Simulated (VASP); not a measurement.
# CsH (Fm-3m) in VASP: a series of runs

Runs on CsH. Level: r2SCAN. Tasks: relaxation of cell and atoms, single point.

Everything below comes from runs of VASP 6.6.1. Logs are shortened: lines on timing, memory, paths and dates and some standing lists are left out, and cuts for length are marked.

## 1. The cell of the first run

Symmetry: Fm-3m, No. 225, cubic system. The conventional cell has a = 6.355 Å, b = 6.355 Å, c = 6.355 Å, α = 90.00°, β = 90.00°, γ = 90.00°. Cs (site symmetry m-3m) has 6 H at 3.18 Å within 4.2 Å. H (site symmetry m-3m) has 6 Cs at 3.18 Å within 4.2 Å.

## 2. Relaxation of cell and atoms, r2SCAN, target pressure 1 GPa, at which the enthalpy is minimised

File POSCAR:

```
CsH
1.0
    0.0000000000      3.1777487886      3.1777487886
    3.1777487886      0.0000000000      3.1777487886
    3.1777487886      3.1777487886      0.0000000000
Cs H
1 1
Direct
    0.0000000000      0.0000000000      0.0000000000
    0.5000000000      0.5000000000      0.5000000000
```

File INCAR.step1:

```
ALGO = Normal
EDIFF = 1E-4
ENCUT = 600
GGA = PE
ISMEAR = 0
LASPH = T
LCHARG = F
LREAL = F
LWAVE = T
NELM = 100
PREC = Accurate
SIGMA = 0.02
```

File INCAR.step2:

```
ALGO = Normal
EDIFF = 1E-6
EDIFFG = -0.008
ENCUT = 600
IBRION = 2
ISIF = 3
ISMEAR = 0
ISTART = 1
LASPH = T
LCHARG = F
LMIXTAU = T
LREAL = F
LWAVE = F
METAGGA = R2SCAN
NELM = 100
NSW = 70
PREC = Accurate
PSTRESS = 10.0
SIGMA = 0.02
```

File KPOINTS:

```
k-points
0
Gamma
  6 6 6
```

Potentials or basis: VASP PAW PBE potentials, release 64 (Cs_sv, H).

Started as:

```sh
> cat potpaw_PBE.64/Cs_sv/POTCAR potpaw_PBE.64/H/POTCAR > POTCAR
> cp INCAR.step1 INCAR
> mpirun -np 1 vasp_std > vasp.out
> cp INCAR.step2 INCAR
> mpirun -np 1 vasp_std > vasp.out
```

OUTCAR:

```text
EDIFF = 1E-6
   EDIFFG = -0.008
   ENCUT = 600
   IBRION = 2
   ISIF = 3
   ISMEAR = 0
   ISTART = 1
   LASPH = T
   LREAL = F
   METAGGA = R2SCAN
   NELM = 100
   NSW = 70
   PREC = Accurate
   PSTRESS = 10.0

 ion  position               nearest neighbor table
   1  0.000  0.000  0.000-
   2  0.500  0.500  0.500-

  LATTYP: Found a face centered cubic cell.
 ALAT       =     6.3554975772

  Lattice vectors:

 A1 = (   0.0000000000,   3.1777487886,   3.1777487886)
 A2 = (   3.1777487886,   0.0000000000,   3.1777487886)
 A3 = (   3.1777487886,   3.1777487886,   0.0000000000)

Analysis of symmetry for initial positions (statically):
=====================================================================
 Subroutine PRICEL returns:
 Original cell was already a primitive cell.

 Routine SETGRP: Setting up the symmetry group for a
 face centered cubic supercell.

 Subroutine GETGRP returns: Found 48 space group operations
 (whereof 48 operations were pure point group operations)
 out of a pool of 48 trial point group operations.

The static configuration has the point symmetry O_h .

Analysis of symmetry for dynamics (positions and initial velocities):
=====================================================================
 Subroutine PRICEL returns:
 Original cell was already a primitive cell.

 Routine SETGRP: Setting up the symmetry group for a
 face centered cubic supercell.

 Subroutine GETGRP returns: Found 48 space group operations
 (whereof 48 operations were pure point group operations)
 out of a pool of 48 trial point group operations.

The dynamic configuration has the point symmetry O_h .

 Subroutine INISYM returns: Found 48 space group operations
 (whereof 48 operations are pure point group operations),
 and found     1 'primitive' translations

----------------------------------------------------------------------------------------

                                     Primitive cell

  volume of cell :      64.1784

  direct lattice vectors                    reciprocal lattice vectors
     0.000000000  3.177748789  3.177748789    -0.157344093  0.157344093  0.157344093
     3.177748789  0.000000000  3.177748789     0.157344093 -0.157344093  0.157344093
     3.177748789  3.177748789  0.000000000     0.157344093  0.157344093 -0.157344093

  length of vectors
     4.494015435  4.494015435  4.494015435     0.272527963  0.272527963  0.272527963

  position of ions in fractional coordinates (direct lattice)
[... 59 lines left out ...]
   NGXF,Y,Z  is equivalent  to a cutoff of  26.63, 26.63, 26.63 a.u.
 SYSTEM =  unknown system
   PREC   = accura    normal or accurate (medium, high low for compatibility)
   ISTART =      1    job   : 0-new  1-cont  2-samecut
   ICHARG =      0    charge: 1-file 2-atom 10-const
   ISPIN  =      1    spin polarized calculation?
   LNONCOLLINEAR =      F non collinear calculations
   LSORBIT =      F    spin-orbit coupling
   LASPH  =      T    aspherical Exc in radial PAW
   ENCUT  =  600.0 eV  44.10 Ry    6.64 a.u.   8.98  8.98  8.98*2*pi/ulx,y,z
   NELM   =    100;   NELMIN=  2; NELMDL=  0     # of ELM steps
   EDIFF  = 0.1E-05   stopping-criterion for ELM
   LREAL  =      F    real-space projection
   EDIFFG = -.8E-02   stopping-criterion for IOM
   NSW    =     70    number of steps for IOM
   IBRION =      2    ionic relax: 0-MD 1-quasi-New 2-CG
   NFREE  =      1    steps in history (QN), initial steepest desc. (CG)
   ISIF   =      3    stress and relaxation
   ISYM   =      2    0-nonsym 1-usesym 2-fastsym
   POTIM  = 0.5000    time-step for ionic-motion
   TEBEG  =    0.0;   TEEND  =   0.0 temperature during run
   PSTRESS=   10.0 pullay stress
   NELECT =      10.0000    total number of electrons
   NUPDOWN=      -1.0000    fix difference up-down
   EMIN   =  10.00;   EMAX   =-10.00  energy-range for DOS
   EFERMI =   0.00;   METHOD = LEGACY
   ISMEAR =     0;   SIGMA  =   0.02  broadening in eV -4-tet -1-fermi 0-gaus
   EFERMI_NEDOS =   21; number of points for ismear=-14 and -15
   IALGO  =     38    algorithm
   IMIX   =      4    mixing-type and parameters
     AMIX     =   0.40;   BMIX     =  1.00
     AMIX_MAG =   1.60;   BMIX_MAG =  1.00
  volume/ion in A,a.u.               =      32.09       216.55
  Fermi-wavevector in a.u.,A,eV,Ry     =   0.880938  1.664731 10.558822  0.776051
  Thomas-Fermi vector in A             =   2.001366
   LORBIT       =      0    0 simple, 1 ext, 2 COOP (PROOUT), +10 PAW based schemes
   METAGGA = R2SCAN    functional components
   LHFCALC =     F    Hartree Fock is set to
   AEXX    =    0.0000 exact exchange contribution
   IVDW    =     0    specifies the selected vdW correction
   LEPSILON=     F    determine dielectric tensor
   LRPA    =     F    only Hartree local field effects (RPA)
 conjugate gradient relaxation of ions
 non-spin polarized calculation
 Gauss-broadening in eV      SIGMA  =   0.02
  energy-cutoff  :      600.00
  volume of cell :       64.18
 maximum number of plane-waves:      2168
   NGX = 17   NGY = 17   NGZ = 17

--------------------------------------- Ionic step        1  -------------------------------------------

 number of electron       9.9999999 magnetization

 Free energy of the ion-electron system (eV)
  ---------------------------------------------------
  ext. energy  EPLUGINS =         0.00000000
  ---------------------------------------------------
  free energy    TOTEN  =       -28.98822415 eV

  energy without entropy =      -28.98822415  energy(sigma->0) =      -28.98822415

------------------------ aborting loop because EDIFF is reached ----------------------------------------

  FORCE on cell =-STRESS in cart. coord.  units (eV):
  Direction    XX          YY          ZZ          XY          YZ          ZX
  --------------------------------------------------------------------------------------
  -------------------------------------------------------------------------------------
  Total        0.0657222      0.0657222      0.0657222      0.0000000      0.0000000      0.0000000
  in kB        1.6407191      1.6407191      1.6407191      0.0000000      0.0000000      0.0000000
  external PRESSURE =      -8.3592809 kB  Pullay stress =      10.0000000 kB
[... 101 lines left out ...]
--------------------------------------- Ionic step        4  -------------------------------------------

 number of electron      10.0000001 magnetization

 Free energy of the ion-electron system (eV)
  ---------------------------------------------------
  ext. energy  EPLUGINS =         0.00000000
  ---------------------------------------------------
  free energy    TOTEN  =       -28.97296416 eV

  energy without entropy =      -28.97296416  energy(sigma->0) =      -28.97296416

 E-fermi :   0.3834     XC(G=0):  -7.8836

 val. band max:        0.2932348844   @ k =   0.5000   0.0000   0.0000
 cond. band min:       2.8526850960   @ k =   0.5000   0.0000   0.0000
 fundamental gap:      2.5594502116
 Fermi energy:         0.3833672919

 k-point     1 :       0.0000    0.0000    0.0000
  band No.  band energies     occupation
      1     -21.8308      2.00000
      2      -7.8223      2.00000
      3      -7.8223      2.00000
      4      -7.8223      2.00000
      5      -1.5264      2.00000
      6       5.9638      0.00000
      7       5.9638      0.00000
      8       5.9638      0.00000
      9       6.9274      0.00000
[... 211 lines left out ...]
  energy  without entropy=      -28.9729641553  energy(sigma->0) =      -28.97296416

  enthalpy is  TOTEN    =       -28.5997628009 eV   P V=        0.3732013544

 reached required accuracy - stopping structural energy minimisation
```

OUTCAR.step1:

```text
EDIFF = 1E-4
   ENCUT = 600
   GGA = PE
   ISMEAR = 0
   LASPH = T
[... 403 lines left out ...]
 -----------------------------------------------------------------------------------
      0.00000      0.00000      0.00000         0.000000      0.000000     -0.000000
      3.17775      3.17775      3.17775         0.000000      0.000000      0.000000
 -----------------------------------------------------------------------------------
    total drift:                               -0.000000      0.000000      0.000000

  FREE ENERGIE OF THE ION-ELECTRON SYSTEM (eV)
  ---------------------------------------------------
  free  energy   TOTEN  =        -4.5483665294 eV

  energy  without entropy=       -4.5483665294  energy(sigma->0) =       -4.54836653
```

OSZICAR.step1:

```text
N       E                     dE             d eps       ncg     rms          rms(c)
DAV:   1     0.514072969945E+02    0.51407E+02   -0.47521E+03   288   0.104E+03
DAV:   2    -0.243722665456E+01   -0.53845E+02   -0.52763E+02   406   0.137E+02
DAV:   3    -0.537123625156E+01   -0.29340E+01   -0.29328E+01   326   0.405E+01
DAV:   4    -0.539225937138E+01   -0.21023E-01   -0.21022E-01   437   0.378E+00
DAV:   5    -0.539230482226E+01   -0.45451E-04   -0.45450E-04   416   0.139E-01    0.380E+00
DAV:   6    -0.467005675836E+01    0.72225E+00   -0.81992E-01   325   0.387E+00    0.160E+00
DAV:   7    -0.452770639248E+01    0.14235E+00   -0.92570E-01   317   0.361E+00    0.686E-01
DAV:   8    -0.455569760527E+01   -0.27991E-01   -0.90932E-02   299   0.149E+00    0.392E-01
DAV:   9    -0.454798843152E+01    0.77092E-02   -0.27059E-02   357   0.765E-01    0.461E-02
DAV:  10    -0.454856789265E+01   -0.57946E-03   -0.38506E-03   317   0.282E-01    0.831E-02
DAV:  11    -0.454836885854E+01    0.19903E-03   -0.64005E-04   303   0.109E-01    0.163E-02
DAV:  12    -0.454836652938E+01    0.23292E-05   -0.11565E-04   280   0.497E-02
   1 F= -.45483665E+01 E0= -.45483665E+01  d E =-.282482E-14
```

It took 2.7 min on 1 thread of Intel Xeon Platinum 8375C at 2.90GHz (Ice Lake), shared host; peak memory 0.23 GiB.

Results:

```yaml
Free_energy: -28.9730 eV
Relaxed_volume: 29.90 Å³/atom
Relaxed_cell: a = 4.389 Å, b = 4.389 Å, c = 4.389 Å, α = 60.00°, β = 60.00°, γ = 60.00°
Space_group_after_relaxing_to_0.1_Å: Fm-3m (No. 225)
Energy_change_on_relaxing_the_run_minimises_the_enthalpy: +7.6 meV/atom
Ionic_steps: 4
Pressure_after_relaxing: 1.0 GPa
Band_gap_on_the_k_mesh: 2.56 eV
```

Step by step:
```tsv
step	energy change (eV)	largest force (eV/Å)	pressure (GPa)	volume (Å³)
1	0.0000	0.0000	0.16	64.18
2	0.0028	0.0000	0.43	62.64
3	0.0112	0.0000	0.85	60.49
4	0.0153	0.0000	1.01	59.79
```

Final structure:
```
Cs H
1.0
     0.00000    3.10366    3.10366
     3.10366    0.00000    3.10366
     3.10366    3.10366    0.00000
Cs H
1 1
Direct
  0.00000 0.00000 0.00000
  0.50000 0.50000 0.50000
```

Levels at points of the mesh, in eV from the valence-band top:
```
           k point  band 2  band 3  band 4  band 5  band 6  band 7  band 8  band 9
(0.00, 0.00, 0.00)   -8.12   -8.12   -8.12   -1.82    5.67    5.67    5.67    6.63
(0.50, 0.00, 0.00)   -9.17   -8.23   -8.23    0.00    2.56    5.21    5.21    8.08
(0.50, 0.50, 0.00)   -9.00   -8.45   -8.45   -1.39    3.33    6.43    9.01    9.33
```

Caveat: the cell is relaxed towards a set pressure, so the run minimises the enthalpy, not the energy; the PAW data sets were made with another functional, which shifts forces and pressure a little; spin-orbit coupling is left out, which moves the levels of the heavy elements. A k mesh can miss the band edges.

## 3. Relaxation of cell and atoms, r2SCAN, target pressure -1 GPa, at which the enthalpy is minimised

This run uses another cell than the first one, of 32.72 Å³/atom.

File POSCAR:

```
CsH
1.0
    0.0000000000      3.1985863239      3.1985863239
    3.1985863239      0.0000000000      3.1985863239
    3.1985863239      3.1985863239      0.0000000000
Cs H
1 1
Direct
    0.0000000000      0.0000000000      0.0000000000
    0.5000000000      0.5000000000      0.5000000000
```

File INCAR.step1:

```
ALGO = Normal
EDIFF = 1E-4
ENCUT = 600
GGA = PE
ISMEAR = 0
LASPH = True
LCHARG = False
LREAL = False
LWAVE = True
NELM = 80
PREC = Accurate
SIGMA = 0.02
```

File INCAR.step2:

```
ALGO = Normal
EDIFF = 1E-6
EDIFFG = -0.008
ENCUT = 600
IBRION = 2
ISIF = 3
ISMEAR = 0
ISTART = 1
LASPH = True
LCHARG = False
LMIXTAU = True
LREAL = False
LWAVE = False
METAGGA = R2SCAN
NELM = 80
NSW = 70
PREC = Accurate
PSTRESS = -10.0
SIGMA = 0.02
```

KPOINTS is that of step 2.

Potentials or basis: VASP PAW PBE potentials, release 64 (Cs_sv, H).

Started as:

```sh
> cat potpaw_PBE.64/Cs_sv/POTCAR potpaw_PBE.64/H/POTCAR > POTCAR
> cp INCAR.step1 INCAR
> mpirun -np 1 vasp_std > vasp.out
> cp INCAR.step2 INCAR
> mpirun -np 1 vasp_std > vasp.out
```

It took 3.3 min on 1 thread of Intel Xeon Platinum 8375C at 2.90GHz (Ice Lake), shared host; peak memory 0.24 GiB.

The run converged. Its results:

```
Free energy                                                : -28.9575 eV
Relaxed volume                                             : 37.15 Å³/atom
Relaxed cell                                               : a = 4.719 Å, b = 4.719 Å, c = 4.719 Å, α = 60.00°, β = 60.00°, γ = 60.00°
Space group after relaxing (to 0.1 Å)                      : Fm-3m (No. 225)
Energy change on relaxing (the run minimises the enthalpy) : +15.6 meV/atom
Ionic steps                                                : 4
Pressure after relaxing                                    : -1.0 GPa
Band gap on the k mesh                                     : 2.79 eV
```

The path:
| step | energy change (eV) | largest force (eV/Å) | pressure (GPa) | volume (Å³) |
| --- | --- | --- | --- | --- |
| 1 | 0.0000 | 0.0000 | -0.03 | 65.45 |
| 2 | 0.0020 | 0.0000 | -0.31 | 67.34 |
| 3 | 0.0229 | 0.0000 | -0.87 | 72.86 |
| 4 | 0.0313 | 0.0000 | -1.00 | 74.29 |

Final structure:
```yaml
crystal:
  lattice:
    - [0.00000, 3.33664, 3.33664]
    - [3.33664, 0.00000, 3.33664]
    - [3.33664, 3.33664, 0.00000]
  atoms:
    - { symbol: Cs, position: [0.00000, 0.00000, 0.00000] }
    - { symbol: H, position: [0.50000, 0.50000, 0.50000] }
```

Levels at points of the mesh, in eV from the valence-band top:
```csv
k point,band 1,band 2,band 3,band 4,band 5,band 6,band 7,band 8,band 9
"(0.00, 0.00, 0.00)",-22.07,-8.27,-8.27,-8.27,-1.39,5.67,5.67,5.67,5.84
"(0.50, 0.00, 0.00)",-22.03,-8.83,-8.34,-8.34,0.00,2.79,5.28,5.28,7.30
"(0.50, 0.50, 0.00)",-22.01,-8.75,-8.46,-8.46,-0.81,3.72,5.55,8.01,8.41
```

Caveat: the cell is relaxed towards a set pressure, so the run minimises the enthalpy, not the energy; the PAW data sets were made with another functional, which shifts forces and pressure a little; spin-orbit coupling is left out, which moves the levels of the heavy elements. A k mesh can miss the band edges.

(Part 1 of 2 ends here.)
